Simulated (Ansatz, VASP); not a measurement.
PbS in VASP and in Ansatz

```xyz
2
Lattice="0.0000 2.9641 2.9641 2.9641 0.0000 2.9641 2.9641 2.9641 0.0000" Properties=species:S:1:pos:R:3 pbc="T T T"
Pb    0.0000    0.0000    0.0000
S     2.9641    2.9641    2.9641
```

Alike in both runs: functional PBE; dispersion D4; k mesh 5 × 5 × 5; no spin polarisation.

Ansatz relaxed the structure, and its values are those at the end. VASP's run is a single point on that final structure, the one shown.

|  | VASP | Ansatz |
| --- | --- | --- |
| version | VASP 6.6.1 | Ansatz 0.2.0 |
| potentials or method | VASP PAW PBE potentials, release 64 (Pb_d, S), cutoff 500 eV | plane waves, PAW |
| occupations | gaussian, width 0.01 eV | fixed |
| valence electrons in the cell | 20 | 20 |

|  | VASP | Ansatz | Ansatz less VASP |
| --- | --- | --- | --- |
| pressure (GPa) | 0.0 | 0.0 | +0.08 |

Ansatz's warnings: relaxed geometry near dispersion switch, stress scf threshold loose.

Spin-orbit coupling is off throughout.
